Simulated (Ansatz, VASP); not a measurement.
Ti: VASP beside Ansatz

```xyz
3
Lattice="4.5674 0.0000 0.0000 -2.2837 3.9555 0.0000 0.0000 0.0000 2.8262" Properties=species:S:1:pos:R:3 pbc="T T T"
Ti    0.0000    0.0000    0.0000
Ti    0.0000    2.6370    1.4131
Ti    2.2837    1.3185    1.4131
```

Alike in both runs: task relaxation of cell and atoms; functional LDA; k mesh 12 × 12 × 14; occupations gaussian, width 0.1 eV; no spin polarisation.

|  | VASP | Ansatz |
| --- | --- | --- |
| version | VASP 6.6.1 | Ansatz 0.2.0 |
| potentials or method | VASP PAW LDA potentials, release 64 (Ti_sv), cutoff 600 eV | scalar-relativistic, plane waves, PAW |
| valence electrons in the cell | 36 | 36 |

|  | VASP | Ansatz | Ansatz less VASP |
| --- | --- | --- | --- |
| gap on the k mesh at the Fermi level, each at its own relaxed structure (eV) | none | none | - |
| relaxed volume (Å³/atom) | 15.83 | 15.84 | +0.014 |
| relaxed cell length with the largest relative difference (Å) | 2.770 | 2.771 | +0.0009 |

Ansatz warns that its potentials were made for another functional, while VASP's fit it. LDA's correlation is that of Perdew and Zunger in VASP and of Perdew and Wang (1992) in Ansatz. A gap of «none» marks a metal or a gap that the smearing closes.
